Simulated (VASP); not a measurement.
# As (R-3m) in VASP: further runs, part 2 of 2

VASP 6.6.1.

## Step 6: Single point, LDA

INCAR

```
PREC = Accurate ; ENCUT = 600
EDIFF = 1E-6 ; ISMEAR = 0
SIGMA = 0.1 ; LREAL = F
LASPH = T ; NELM = 120
ALGO = Normal ; ISIF = 2
LWAVE = F ; LCHARG = F
GGA = CA ; NBANDS = 22
GGA_COMPAT = F
```

KPOINTS

```
Automatic mesh
0
Gamma
  6 6 6
```

POSCAR

```
As
1.0
    1.8797500000      1.0852741700      3.4857666700
   -1.8797500000      1.0852741700      3.4857666700
    0.0000000000     -2.1705483400      3.4857666700
As
2
Direct
    0.2275400000      0.2275400000      0.2275400000
    0.7724600000      0.7724600000      0.7724600000
```

Potentials or basis: VASP PAW LDA potentials, release 64 (As_d).

Run with:

```sh
> cat potpaw_LDA.64/As_d/POTCAR > POTCAR
> mpirun -np 1 vasp_std > vasp.out
```

OUTCAR:

```text
PREC = Accurate
   ENCUT = 600
   EDIFF = 1E-6
   ISMEAR = 0
   LREAL = F
   LASPH = T
   NELM = 120
   ISIF = 2
   GGA = CA

 ion  position               nearest neighbor table
   1  0.228  0.228  0.228-   2 2.52   2 2.52   2 2.52
   2  0.772  0.772  0.772-   1 2.52   1 2.52   1 2.52

  LATTYP: Found a trigonal (rhomboedric) cell.
 ALAT       =     4.1063182249
 COS(alpha) =     0.5808929386

  Lattice vectors:

 A1 = (   1.8797500000,   1.0852741700,   3.4857666700)
 A2 = (  -1.8797500000,   1.0852741700,   3.4857666700)
 A3 = (   0.0000000000,  -2.1705483400,   3.4857666700)

Analysis of symmetry for initial positions (statically):
=====================================================================
 Subroutine PRICEL returns:
 Original cell was already a primitive cell.

 Routine SETGRP: Setting up the symmetry group for a
 trigonal (rhombohedral) supercell.

 Subroutine GETGRP returns: Found 12 space group operations
 (whereof 12 operations were pure point group operations)
 out of a pool of 12 trial point group operations.

The static configuration has the point symmetry D_3d.

Analysis of symmetry for dynamics (positions and initial velocities):
=====================================================================
 Subroutine PRICEL returns:
 Original cell was already a primitive cell.

 Routine SETGRP: Setting up the symmetry group for a
 trigonal (rhombohedral) supercell.

 Subroutine GETGRP returns: Found 12 space group operations
 (whereof 12 operations were pure point group operations)
 out of a pool of 12 trial point group operations.

The dynamic configuration has the point symmetry D_3d.

 Subroutine INISYM returns: Found 12 space group operations
 (whereof 12 operations are pure point group operations),
 and found     1 'primitive' translations

----------------------------------------------------------------------------------------

                                     Primitive cell

  volume of cell :      42.6667

  direct lattice vectors                    reciprocal lattice vectors
     1.879750000  1.085274170  3.485766670     0.265992818  0.153571025  0.095626978
    -1.879750000  1.085274170  3.485766670    -0.265992818  0.153571025  0.095626978
     0.000000000 -2.170548340  3.485766670     0.000000000 -0.307142050  0.095626978

  length of vectors
     4.106318225  4.106318225  4.106318226     0.321684252  0.321684252  0.321684252

  position of ions in fractional coordinates (direct lattice)
     0.227540000  0.227540000  0.227540000
     0.772460000  0.772460000  0.772460000

  ion indices of the primitive-cell ions
   primitive index   ion index
                 1           1
                 2           2

----------------------------------------------------------------------------------------

 KPOINTS: Automatic mesh

Automatic generation of k-mesh.
 Grid dimensions read from file:
 generate k-points for:    6    6    6

 Generating k-lattice:

  Cartesian coordinates                     Fractional coordinates (reciprocal lattice)
     0.044332136  0.025595171  0.015937830     0.166666667  0.000000000  0.000000000
    -0.044332136  0.025595171  0.015937830     0.000000000  0.166666667  0.000000000
     0.000000000 -0.051190342  0.015937830     0.000000000  0.000000000  0.166666667

  Length of vectors
     0.053614042  0.053614042  0.053614042

  Shift w.r.t. Gamma in fractional coordinates (k-lattice)
     0.000000000  0.000000000  0.000000000

 Subroutine IBZKPT returns following result:
 ===========================================

 Found     32 irreducible k-points:

 Following reciprocal coordinates:
            Coordinates               Weight
  0.000000  0.000000  0.000000      1.000000
  0.166667  0.000000  0.000000      6.000000
  0.333333  0.000000  0.000000      6.000000
  0.500000  0.000000  0.000000      3.000000
  0.166667  0.166667  0.000000      6.000000
  0.333333  0.166667  0.000000     12.000000
[... 16 lines left out ...]
  0.500000  0.500000  0.166667      6.000000
 -0.333333  0.500000  0.166667     12.000000
 [... further k-points ...]
   k-points           NKPTS =     32   k-points in BZ     NKDIM =     32   number of bands    NBANDS=     22
   number of dos      NEDOS =    301   number of ions     NIONS =      2
   total plane-waves  NPLWV =  46656
   dimension x,y,z NGX =    36 NGY =   36 NGZ =   36
   dimension x,y,z NGXF=    72 NGYF=   72 NGZF=   72
   ions per type =               2
   NGX,Y,Z   is equivalent  to a cutoff of  14.57, 14.57, 14.57 a.u.
   NGXF,Y,Z  is equivalent  to a cutoff of  29.15, 29.15, 29.15 a.u.
 SYSTEM =  unknown system
   PREC   = accura    normal or accurate (medium, high low for compatibility)
   ISTART =      0    job   : 0-new  1-cont  2-samecut
   ICHARG =      2    charge: 1-file 2-atom 10-const
   ISPIN  =      1    spin polarized calculation?
   LNONCOLLINEAR =      F non collinear calculations
   LSORBIT =      F    spin-orbit coupling
   LASPH  =      T    aspherical Exc in radial PAW
   ENCUT  =  600.0 eV  44.10 Ry    6.64 a.u.   8.20  8.20  8.20*2*pi/ulx,y,z
   NELM   =    120;   NELMIN=  2; NELMDL= -5     # of ELM steps
   EDIFF  = 0.1E-05   stopping-criterion for ELM
   LREAL  =      F    real-space projection
   EDIFFG = 0.1E-04   stopping-criterion for IOM
   NSW    =      0    number of steps for IOM
   IBRION =     -1    ionic relax: 0-MD 1-quasi-New 2-CG
   NFREE  =      0    steps in history (QN), initial steepest desc. (CG)
   ISIF   =      2    stress and relaxation
   ISYM   =      2    0-nonsym 1-usesym 2-fastsym
   POTIM  = 0.5000    time-step for ionic-motion
   TEBEG  =    0.0;   TEEND  =   0.0 temperature during run
   PSTRESS=    0.0 pullay stress
   NELECT =      30.0000    total number of electrons
   NUPDOWN=      -1.0000    fix difference up-down
   EMIN   =  10.00;   EMAX   =-10.00  energy-range for DOS
   EFERMI =   0.00;   METHOD = LEGACY
   ISMEAR =     0;   SIGMA  =   0.10  broadening in eV -4-tet -1-fermi 0-gaus
   EFERMI_NEDOS =   21; number of points for ismear=-14 and -15
   IALGO  =     38    algorithm
   IMIX   =      4    mixing-type and parameters
     AMIX     =   0.40;   BMIX     =  1.00
     AMIX_MAG =   1.60;   BMIX_MAG =  1.00
  volume/ion in A,a.u.               =      21.33       143.96
  Fermi-wavevector in a.u.,A,eV,Ry     =   1.455746  2.750961 28.833409  2.119196
  Thomas-Fermi vector in A             =   2.572745
   LORBIT       =      0    0 simple, 1 ext, 2 COOP (PROOUT), +10 PAW based schemes
   GGA     = CA    functional components
   LHFCALC =     F    Hartree Fock is set to
   AEXX    =    0.0000 exact exchange contribution
   IVDW    =     0    specifies the selected vdW correction
   LEPSILON=     F    determine dielectric tensor
   LRPA    =     F    only Hartree local field effects (RPA)
 non-spin polarized calculation
 Gauss-broadening in eV      SIGMA  =   0.10
  energy-cutoff  :      600.00
  volume of cell :       42.67
 maximum number of plane-waves:      1441
 NGX is ok and might be reduce to    36
   NGX = 17   NGY = 17   NGZ = 17

 number of electron      29.9999998 magnetization

 Free energy of the ion-electron system (eV)
  ---------------------------------------------------
  ext. energy  EPLUGINS =         0.00000000
  ---------------------------------------------------
  free energy    TOTEN  =       -10.80636486 eV

  energy without entropy =      -10.80479544  energy(sigma->0) =      -10.80558015

 E-fermi :   3.8093     XC(G=0): -11.0409

 val. band max:        3.4635213692   @ k =   0.5000   0.0000   0.0000
 cond. band min:       3.8092840939   @ k =   0.3333   0.1667   0.1667
 fundamental gap:      0.3457627247
 Fermi energy:         3.8092568473

 k-point     1 :       0.0000    0.0000    0.0000
  band No.  band energies     occupation
      1     -32.5860      2.00000
      2     -32.5860      2.00000
      3     -32.5392      2.00000
      4     -32.5392      2.00000
      5     -32.5106      2.00000
      6     -32.4712      2.00000
[... 14 lines left out ...]
     21      11.0169      0.00000
     22      12.6587      0.00000

 k-point     2 :       0.1667    0.0000    0.0000
  band No.  band energies     occupation
      1     -32.5827      2.00000
      2     -32.5779      2.00000
      3     -32.5366      2.00000
      4     -32.5336      2.00000
      5     -32.5082      2.00000
      6     -32.4752      2.00000
[... 14 lines left out ...]
     21      10.7930      0.00000
     22      14.5558      0.00000
[... 523 lines left out ...]
     21      15.5108      0.00000
     22      15.8123      0.00000

 k-point    24 :      -0.3333    0.5000    0.1667
  band No.  band energies     occupation
      1     -32.5797      2.00000
      2     -32.5414      2.00000
      3     -32.5254      2.00000
      4     -32.5142      2.00000
      5     -32.4983      2.00000
      6     -32.4941      2.00000
[... 14 lines left out ...]
     21      15.7813      0.00000
     22      16.8448      0.00000

 [... further k-points ...]
[... 5 lines left out ...]
  --------------------------------------------------------------------------------------
  -------------------------------------------------------------------------------------
  Total       -0.2484798     -0.2484798     -0.6395060      0.0000000     -0.0000000      0.0000000
  in kB       -9.3306652     -9.3306653    -24.0140876      0.0000000     -0.0000000      0.0000000
  external PRESSURE =     -14.2251394 kB  Pullay stress =       0.0000000 kB

 VOLUME and BASIS-vectors are now :
 -----------------------------------------------------------------------------
  energy-cutoff  :      600.00
  volume of cell :       42.67
      direct lattice vectors                 reciprocal lattice vectors
     1.879750000  1.085274170  3.485766670     0.265992818  0.153571025  0.095626978
    -1.879750000  1.085274170  3.485766670    -0.265992818  0.153571025  0.095626978
     0.000000000 -2.170548340  3.485766670     0.000000000 -0.307142050  0.095626978

 POSITION                                       TOTAL-FORCE (eV/Angst)
 -----------------------------------------------------------------------------------
      0.00000      0.00000      2.37945         0.000000     -0.000000     -0.014012
      0.00000      0.00000      8.07785         0.000000      0.000000      0.014012
 -----------------------------------------------------------------------------------
    total drift:                               -0.000000      0.000000     -0.000000

  FREE ENERGIE OF THE ION-ELECTRON SYSTEM (eV)
  ---------------------------------------------------
  free  energy   TOTEN  =       -10.8063648636 eV

  energy  without entropy=      -10.8047954371  energy(sigma->0) =      -10.80558015
```

OSZICAR:

```text
N       E                     dE             d eps       ncg     rms          rms(c)
DAV:   1     0.217616173022E+03    0.21762E+03   -0.14005E+04  1794   0.701E+03
DAV:   2     0.215137049483E+02   -0.19610E+03   -0.18669E+03  1438   0.977E+02
DAV:   3    -0.917044198348E+01   -0.30684E+02   -0.30018E+02  1570   0.157E+02
DAV:   4    -0.108224862947E+02   -0.16520E+01   -0.16486E+01  1672   0.418E+01
DAV:   5    -0.108560681866E+02   -0.33582E-01   -0.33581E-01  1540   0.736E+00    0.418E+00
DAV:   6    -0.108236893860E+02    0.32379E-01   -0.13136E-02  1826   0.125E+00    0.243E+00
DAV:   7    -0.108062097580E+02    0.17480E-01   -0.14358E-02  1844   0.101E+00    0.759E-02
DAV:   8    -0.108063611106E+02   -0.15135E-03   -0.12897E-03  1654   0.413E-01    0.232E-02
DAV:   9    -0.108063649644E+02   -0.38539E-05   -0.11900E-05  1584   0.361E-02    0.554E-03
DAV:  10    -0.108063648636E+02    0.10080E-06   -0.10125E-06  1112   0.161E-02
   1 F= -.10806365E+02 E0= -.10805580E+02  d E =-.156943E-02
```

Wall time 23 s (1 thread of Intel Xeon Platinum 8259CL at 2.50GHz (Skylake/Cascade Lake), shared host); peak memory 0.18 GiB.

Results:

* Free energy: -10.8064 eV
* Pressure: -1.4 GPa
* Largest force: 0.014 eV/Å
* Band gap on the k mesh: zero (band 15 reaches 3.81 eV, above the bottom of band 16 at 3.46 eV)

Forces on the atoms (eV/Å):
```
As   0.000  0.000 -0.014
As   0.000  0.000  0.014
```

## Step 7: Summary

| task | potentials or basis | cell | k mesh | cutoff (eV) | second run | gap on the mesh (eV) | pressure (GPa) | largest force (eV/Å) |
| --- | --- | --- | --- | --- | --- | --- | --- | --- |
| single point | VASP PAW LDA potentials, release 64 (As) | a = 4.106 Å, angles 54.5°, 2 atoms | 6 × 6 × 6 | 520 | - | none | -1.2 | 0.02 |
| single point | VASP PAW LDA potentials, release 64 (As) | a = 3.974 Å, angles 56.5°, 2 atoms | 15 × 15 × 15 | 520 | - | none | 0.4 | 0.06 |
| relaxation of cell and atoms | VASP PAW LDA potentials, release 64 (As) | relaxed from a = 4.106 Å, angles 54.5°, 2 atoms | 15 × 15 × 15 | 600 | - | none | 0.0 | - |
| single point | VASP PAW LDA potentials, release 64 (As_d) | a = 4.106 Å, angles 54.5°, 2 atoms | 6 × 6 × 6 | 600 | valence_matched | none | -1.4 | 0.01 |

Alike in all rows: level LDA; no spin polarisation; smearing gaussian 0.1 eV.

Absolute energies hang on the potentials; compare differences alone.
